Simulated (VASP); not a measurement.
# NaBe6Hg (Fm-3m) in VASP: a series of runs

The runs below take NaBe6Hg through single point, relaxation of cell and atoms, with PBE.

Program: VASP 6.6.1. These are calculated values, not measurements. Logs are shortened: lines on timing, memory, paths and dates and some standing lists are left out, and cuts for length are marked.

## (1) The cell of the first run

It takes space group Fm-3m (No. 225, cubic). Conventional cell: a = 9.448 Å, b = 9.448 Å, c = 9.448 Å, α = 90.00°, β = 90.00°, γ = 90.00°. Within 3.2 Å of Na (site symmetry m-3m) lie 6 Be at 2.45 Å. Within 3.0 Å of Be (site symmetry 4mm) lie 1 Hg at 2.27 Å and 1 Na at 2.45 Å. Within 3.0 Å of Hg (site symmetry m-3m) lie 6 Be at 2.27 Å.

## (2) Single point, PBE

Contents of INCAR:

```
SYSTEM = NaBe6Hg
ALGO = Normal ; EDIFF = 1E-7
ENCUT = 520 ; GGA = PE
ISIF = 2 ; ISMEAR = 0
LASPH = .TRUE. ; LCHARG = .FALSE.
LREAL = .FALSE. ; LWAVE = .FALSE.
NBANDS = 26 ; NELM = 100
PREC = Accurate ; SIGMA = 0.1
```

Contents of KPOINTS:

```
k-points
0
G
  8 8 8
  0 0 0
```

Contents of POSCAR:

```
NaBe6Hg
1.0
    0.0000000000      4.7239937064      4.7239937064
    4.7239937064      0.0000000000      4.7239937064
    4.7239937064      4.7239937064      0.0000000000
Na Be Hg
1 6 1
Direct
    0.0000000000      0.0000000000      0.0000000000
    0.7403970113      0.7403970113      0.2596029887
    0.7403970113      0.2596029887      0.7403970113
    0.2596029887      0.2596029887      0.7403970113
    0.2596029887      0.7403970113      0.7403970113
    0.7403970113      0.2596029887      0.2596029887
    0.2596029887      0.7403970113      0.2596029887
    0.5000000000      0.5000000000      0.5000000000
```

Potentials or basis: VASP PAW PBE potentials, release 64 (Na_pv, Be, Hg).

Started as:

```console
cat potpaw_PBE.64/Na_pv/POTCAR potpaw_PBE.64/Be/POTCAR potpaw_PBE.64/Hg/POTCAR > POTCAR
mpirun -np 1 vasp_std > vasp.out
```

OUTCAR:

```text
SYSTEM = NaBe6Hg
   EDIFF = 1E-7
   ENCUT = 520
   GGA = PE
   ISIF = 2
   ISMEAR = 0
   LASPH = .TRUE.
   LREAL = .FALSE.
   NELM = 100
   PREC = Accurate

 ion  position               nearest neighbor table
   1  0.000  0.000  0.000-   2 2.45   3 2.45   4 2.45   5 2.45   6 2.45   7 2.45
   2  0.740  0.740  0.260-   8 2.27   1 2.45
   3  0.740  0.260  0.740-   8 2.27   1 2.45
   4  0.260  0.260  0.740-   8 2.27   1 2.45
   5  0.260  0.740  0.740-   8 2.27   1 2.45
   6  0.740  0.260  0.260-   8 2.27   1 2.45
   7  0.260  0.740  0.260-   8 2.27   1 2.45
   8  0.500  0.500  0.500-   2 2.27   3 2.27   4 2.27   5 2.27   6 2.27   7 2.27

  LATTYP: Found a face centered cubic cell.
 ALAT       =     9.4479874128

  Lattice vectors:

 A1 = (   0.0000000000,   4.7239937064,   4.7239937064)
 A2 = (   4.7239937064,   0.0000000000,   4.7239937064)
 A3 = (   4.7239937064,   4.7239937064,   0.0000000000)

Analysis of symmetry for initial positions (statically):
=====================================================================
 Subroutine PRICEL returns:
 Original cell was already a primitive cell.

 Routine SETGRP: Setting up the symmetry group for a
 face centered cubic supercell.

 Subroutine GETGRP returns: Found 48 space group operations
 (whereof 48 operations were pure point group operations)
 out of a pool of 48 trial point group operations.

The static configuration has the point symmetry O_h .

Analysis of symmetry for dynamics (positions and initial velocities):
=====================================================================
 Subroutine PRICEL returns:
 Original cell was already a primitive cell.

 Routine SETGRP: Setting up the symmetry group for a
 face centered cubic supercell.

 Subroutine GETGRP returns: Found 48 space group operations
 (whereof 48 operations were pure point group operations)
 out of a pool of 48 trial point group operations.

The dynamic configuration has the point symmetry O_h .

 Subroutine INISYM returns: Found 48 space group operations
 (whereof 48 operations are pure point group operations),
 and found     1 'primitive' translations

----------------------------------------------------------------------------------------

                                     Primitive cell

  volume of cell :     210.8424

  direct lattice vectors                    reciprocal lattice vectors
     0.000000000  4.723993706  4.723993706    -0.105842647  0.105842647  0.105842647
     4.723993706  0.000000000  4.723993706     0.105842647 -0.105842647  0.105842647
     4.723993706  4.723993706  0.000000000     0.105842647  0.105842647 -0.105842647

  length of vectors
     6.680735968  6.680735968  6.680735968     0.183324843  0.183324843  0.183324843

  position of ions in fractional coordinates (direct lattice)
     0.000000000  0.000000000  0.000000000
     0.740397011  0.740397011  0.259602989
     0.740397011  0.259602989  0.740397011
     0.259602989  0.259602989  0.740397011
     0.259602989  0.740397011  0.740397011
     0.740397011  0.259602989  0.259602989
     0.259602989  0.740397011  0.259602989
     0.500000000  0.500000000  0.500000000

  ion indices of the primitive-cell ions
   primitive index   ion index
                 1           1
                 2           2
                 3           3
                 4           4
                 5           5
                 6           6
                 7           7
                 8           8

----------------------------------------------------------------------------------------

 KPOINTS: k-points

Automatic generation of k-mesh.
 Grid dimensions read from file:
 generate k-points for:    8    8    8

 Generating k-lattice:

  Cartesian coordinates                     Fractional coordinates (reciprocal lattice)
    -0.013230331  0.013230331  0.013230331     0.125000000  0.000000000  0.000000000
     0.013230331 -0.013230331  0.013230331     0.000000000  0.125000000  0.000000000
     0.013230331  0.013230331 -0.013230331     0.000000000  0.000000000  0.125000000

  Length of vectors
     0.022915605  0.022915605  0.022915605

  Shift w.r.t. Gamma in fractional coordinates (k-lattice)
     0.000000000  0.000000000  0.000000000

 Subroutine IBZKPT returns following result:
 ===========================================

 Found     29 irreducible k-points:

 Following reciprocal coordinates:
            Coordinates               Weight
  0.000000  0.000000  0.000000      1.000000
  0.125000  0.000000  0.000000      8.000000
  0.250000  0.000000  0.000000      8.000000
  0.375000  0.000000  0.000000      8.000000
  0.500000  0.000000  0.000000      4.000000
  0.125000  0.125000  0.000000      6.000000
[... 16 lines left out ...]
  0.500000  0.250000  0.125000     48.000000
 -0.375000  0.250000  0.125000     24.000000
 [... further k-points ...]
   k-points           NKPTS =     29   k-points in BZ     NKDIM =     29   number of bands    NBANDS=     26
   number of dos      NEDOS =    301   number of ions     NIONS =      8
   total plane-waves  NPLWV = 125000
   dimension x,y,z NGX =    50 NGY =   50 NGZ =   50
   dimension x,y,z NGXF=   100 NGYF=  100 NGZF=  100
   ions per type =               1   6   1
   NGX,Y,Z   is equivalent  to a cutoff of  12.44, 12.44, 12.44 a.u.
   NGXF,Y,Z  is equivalent  to a cutoff of  24.88, 24.88, 24.88 a.u.
 SYSTEM =  NaBe6Hg
   PREC   = accura    normal or accurate (medium, high low for compatibility)
   ISTART =      0    job   : 0-new  1-cont  2-samecut
   ICHARG =      2    charge: 1-file 2-atom 10-const
   ISPIN  =      1    spin polarized calculation?
   LNONCOLLINEAR =      F non collinear calculations
   LSORBIT =      F    spin-orbit coupling
   LASPH  =      T    aspherical Exc in radial PAW
   ENCUT  =  520.0 eV  38.22 Ry    6.18 a.u.  12.42 12.42 12.42*2*pi/ulx,y,z
   NELM   =    100;   NELMIN=  2; NELMDL= -5     # of ELM steps
   EDIFF  = 0.1E-06   stopping-criterion for ELM
   LREAL  =      F    real-space projection
   EDIFFG = 0.1E-05   stopping-criterion for IOM
   NSW    =      0    number of steps for IOM
   IBRION =     -1    ionic relax: 0-MD 1-quasi-New 2-CG
   NFREE  =      0    steps in history (QN), initial steepest desc. (CG)
   ISIF   =      2    stress and relaxation
   ISYM   =      2    0-nonsym 1-usesym 2-fastsym
   POTIM  = 0.5000    time-step for ionic-motion
   TEBEG  =    0.0;   TEEND  =   0.0 temperature during run
   PSTRESS=    0.0 pullay stress
   NELECT =      31.0000    total number of electrons
   NUPDOWN=      -1.0000    fix difference up-down
   EMIN   =  10.00;   EMAX   =-10.00  energy-range for DOS
   EFERMI =   0.00;   METHOD = LEGACY
   ISMEAR =     0;   SIGMA  =   0.10  broadening in eV -4-tet -1-fermi 0-gaus
   EFERMI_NEDOS =   21; number of points for ismear=-14 and -15
   IALGO  =     38    algorithm
   IMIX   =      4    mixing-type and parameters
     AMIX     =   0.40;   BMIX     =  1.00
     AMIX_MAG =   1.60;   BMIX_MAG =  1.00
  volume/ion in A,a.u.               =      26.36       177.85
  Fermi-wavevector in a.u.,A,eV,Ry     =   0.864058  1.632832 10.158052  0.746596
  Thomas-Fermi vector in A             =   1.982099
   LORBIT       =      0    0 simple, 1 ext, 2 COOP (PROOUT), +10 PAW based schemes
   GGA     = PE    functional components
   LHFCALC =     F    Hartree Fock is set to
   AEXX    =    0.0000 exact exchange contribution
   IVDW    =     0    specifies the selected vdW correction
   LEPSILON=     F    determine dielectric tensor
   LRPA    =     F    only Hartree local field effects (RPA)
 non-spin polarized calculation
 Gauss-broadening in eV      SIGMA  =   0.10
  energy-cutoff  :      520.00
  volume of cell :      210.84
 maximum number of plane-waves:      5769
 NGX is ok and might be reduce to    50
   NGX = 25   NGY = 25   NGZ = 25

 number of electron      30.9999995 magnetization

 Free energy of the ion-electron system (eV)
  ---------------------------------------------------
  ext. energy  EPLUGINS =         0.00000000
  ---------------------------------------------------
  free energy    TOTEN  =        -9.00667426 eV

  energy without entropy =       -8.97825183  energy(sigma->0) =       -8.99246304

 E-fermi :   0.2016     XC(G=0):  -7.0947

 val. band max:        0.1997279996   @ k =  -0.3750   0.5000   0.1250
 cond. band min:       0.2033351915   @ k =   0.5000   0.3750   0.1250
 fundamental gap:      0.0036071920
 Fermi energy:         0.2016046301

 k-point     1 :       0.0000    0.0000    0.0000
  band No.  band energies     occupation
      1     -22.8342      2.00000
      2     -22.8342      2.00000
      3     -22.8342      2.00000
      4      -8.9074      2.00000
      5      -8.9074      2.00000
      6      -8.2631      2.00000
[... 18 lines left out ...]
     25       4.2738      0.00000
     26       4.4872      0.00000

 k-point     2 :       0.1250    0.0000    0.0000
  band No.  band energies     occupation
      1     -22.8342      2.00000
      2     -22.8342      2.00000
      3     -22.8342      2.00000
      4      -8.9074      2.00000
      5      -8.9074      2.00000
      6      -8.2628      2.00000
[... 18 lines left out ...]
     25       4.5048      0.00000
     26       4.6872      0.00000

 k-point     3 :       0.2500    0.0000    0.0000
  band No.  band energies     occupation
      1     -22.8342      2.00000
      2     -22.8342      2.00000
      3     -22.8342      2.00000
      4      -8.9073      2.00000
      5      -8.9073      2.00000
      6      -8.2620      2.00000
[... 572 lines left out ...]
 k-point    23 :       0.5000    0.2500    0.1250
  band No.  band energies     occupation
      1     -22.8343      2.00000
      2     -22.8342      2.00000
      3     -22.8342      2.00000
      4      -8.9082      2.00000
      5      -8.9065      2.00000
      6      -8.2612      2.00000
[... 18 lines left out ...]
     25       4.1502      0.00000
     26       4.6795      0.00000

 k-point    24 :      -0.3750    0.2500    0.1250
  band No.  band energies     occupation
      1     -22.8343      2.00000
      2     -22.8343      2.00000
      3     -22.8342      2.00000
      4      -8.9081      2.00000
      5      -8.9066      2.00000
      6      -8.2598      2.00000
[... 18 lines left out ...]
     25       4.4577      0.00000
     26       4.4879      0.00000

 [... further k-points ...]
[... 5 lines left out ...]
  --------------------------------------------------------------------------------------
  -------------------------------------------------------------------------------------
  Total        0.0363432      0.0363432      0.0363432     -0.0000000      0.0000000      0.0000000
  in kB        0.2761694      0.2761694      0.2761694     -0.0000000      0.0000000      0.0000000
  external PRESSURE =       0.2761694 kB  Pullay stress =       0.0000000 kB

 VOLUME and BASIS-vectors are now :
 -----------------------------------------------------------------------------
  energy-cutoff  :      520.00
  volume of cell :      210.84
      direct lattice vectors                 reciprocal lattice vectors
     0.000000000  4.723993706  4.723993706    -0.105842647  0.105842647  0.105842647
     4.723993706  0.000000000  4.723993706     0.105842647 -0.105842647  0.105842647
     4.723993706  4.723993706  0.000000000     0.105842647  0.105842647 -0.105842647

 POSITION                                       TOTAL-FORCE (eV/Angst)
 -----------------------------------------------------------------------------------
      0.00000      0.00000      0.00000         0.000000     -0.000000     -0.000000
      4.72399      4.72399      6.99526         0.000000     -0.000000      0.000640
      4.72399      6.99526      4.72399         0.000000      0.000640     -0.000000
      4.72399      4.72399      2.45273         0.000000     -0.000000     -0.000640
      6.99526      4.72399      4.72399         0.000640     -0.000000     -0.000000
      2.45273      4.72399      4.72399        -0.000640     -0.000000     -0.000000
      4.72399      2.45273      4.72399         0.000000     -0.000640     -0.000000
      4.72399      4.72399      4.72399         0.000000     -0.000000     -0.000000
 -----------------------------------------------------------------------------------
    total drift:                                0.000000      0.000000     -0.000000

  FREE ENERGIE OF THE ION-ELECTRON SYSTEM (eV)
  ---------------------------------------------------
  free  energy   TOTEN  =        -9.0066742564 eV

  energy  without entropy=       -8.9782518274  energy(sigma->0) =       -8.99246304
```

It took 90 s on 1 thread of Intel Xeon 6975P-C (Granite Rapids), shared host; peak memory 0.46 GiB.

What came out:

```yaml
Free_energy: -9.0067 eV
Pressure: 0.0 GPa
Band_gap_on_the_k_mesh: zero (an odd number of electrons rules out a gap without spin polarisation)
```

Levels at points of the mesh, in eV from the Fermi level:
| k point | band 14 | band 15 | band 16 | band 17 | band 18 | band 19 |
| --- | --- | --- | --- | --- | --- | --- |
| (0.00, 0.00, 0.00) | -0.26 | -0.26 | -0.26 | 0.16 | 0.16 | 0.16 |
| (0.50, 0.00, 0.00) | -1.33 | -1.04 | -1.04 | 1.64 | 1.64 | 1.98 |
| (0.50, 0.50, 0.00) | -0.24 | 0.19 | 0.19 | 0.87 | 1.32 | 1.37 |

Caveat: spin-orbit coupling is left out, which moves the levels of the heavy elements.

## (3) Relaxation of cell and atoms, PBE

Contents of INCAR:

```
PREC = Accurate
ENCUT = 600
EDIFF = 1E-7
ISMEAR = 0
SIGMA = 0.1
LREAL = False
LASPH = True
NELM = 100
ALGO = Normal
ISIF = 3
LWAVE = False
LCHARG = False
GGA = PE
IBRION = 2
NSW = 100
EDIFFG = -0.01
```

Contents of KPOINTS:

```
regular mesh
0
Gamma
  8 8 8
```

Contents of POSCAR:

```
NaBe6Hg
1.0
    0.0000000000      4.7236009908      4.7236009908
    4.7236009908      0.0000000000      4.7236009908
    4.7236009908      4.7236009908      0.0000000000
Na Be Hg
1 6 1
Direct
    0.0000000000      0.0000000000      0.0000000000
    0.7407257373      0.7407257373      0.2592742627
    0.7407257373      0.2592742627      0.7407257373
    0.2592742627      0.2592742627      0.7407257373
    0.2592742627      0.7407257373      0.7407257373
    0.7407257373      0.2592742627      0.2592742627
    0.2592742627      0.7407257373      0.2592742627
    0.5000000000      0.5000000000      0.5000000000
```

Potentials or basis: VASP PAW PBE potentials, release 64 (Na_pv, Be, Hg).

Started as:

```console
cat potpaw_PBE.64/Na_pv/POTCAR potpaw_PBE.64/Be/POTCAR potpaw_PBE.64/Hg/POTCAR > POTCAR
mpirun -np 1 vasp_std > vasp.out
```

Wall time 2.7 min (1 thread of Intel Xeon 6975P-C (Granite Rapids), shared host); peak memory 0.51 GiB.

Results (log left out):

```yaml
Free_energy: -9.0068 eV
Relaxed_volume: 26.34 Å³/atom
Relaxed_cell: a = 6.679 Å, b = 6.679 Å, c = 6.679 Å, α = 60.00°, β = 60.00°, γ = 60.00°
Space_group_after_relaxing_to_0.1_Å: Fm-3m (No. 225)
Energy_gained_by_relaxing: 0.0 meV/atom
Ionic_steps: 3
Pressure_after_relaxing: 0.0 GPa
Largest_force_after_relaxing: 0.003 eV/Å
Band_gap_on_the_k_mesh: zero (an odd number of electrons rules out a gap without spin polarisation)
```

Forces in eV/Å, atoms in the order of the input:
```
Na   0.000  0.000  0.000
Be   0.000  0.000 -0.003
Be   0.000 -0.003  0.000
Be   0.000  0.000  0.003
Be  -0.003  0.000  0.000
Be   0.003  0.000  0.000
Be   0.000  0.003  0.000
Hg   0.000  0.000  0.000
```

The path:
```tsv
step	energy change (eV)	largest force (eV/Å)	pressure (GPa)	volume (Å³)
1	0.0000	0.0278	-0.01	210.79
2	-0.0002	0.0145	0.02	210.75
3	-0.0002	0.0033	0.04	210.72
```

Final structure:
```cif
data_structure
_symmetry_space_group_name_H-M 'P 1'
_symmetry_Int_Tables_number 1
_cell_length_a 6.6794
_cell_length_b 6.6794
_cell_length_c 6.6794
_cell_angle_alpha 60.000
_cell_angle_beta 60.000
_cell_angle_gamma 60.000
_cell_volume 210.72
loop_
_atom_site_label
_atom_site_type_symbol
_atom_site_fract_x
_atom_site_fract_y
_atom_site_fract_z
_atom_site_occupancy
Na1 Na 0.00000 0.00000 0.00000 1
Be1 Be 0.74046 0.74046 0.25954 1
Be2 Be 0.74046 0.25954 0.74046 1
Be3 Be 0.25954 0.25954 0.74046 1
Be4 Be 0.25954 0.74046 0.74046 1
Be5 Be 0.74046 0.25954 0.25954 1
Be6 Be 0.25954 0.74046 0.25954 1
Hg1 Hg 0.50000 0.50000 0.50000 1
```

Levels at points of the mesh, in eV from the Fermi level:
```
           k point  band 12  band 13  band 14  band 15  band 16  band 17  band 18  band 19  band 20
(0.00, 0.00, 0.00)    -2.48    -2.48    -0.26    -0.26    -0.26     0.16     0.16     0.16     0.82
(0.50, 0.00, 0.00)    -2.59    -1.50    -1.33    -1.04    -1.04     1.63     1.63     1.98     1.99
(0.50, 0.50, 0.00)    -3.03    -3.03    -0.24     0.19     0.19     0.87     1.33     1.37     2.70
```

Caveat: spin-orbit coupling is left out, which moves the levels of the heavy elements.
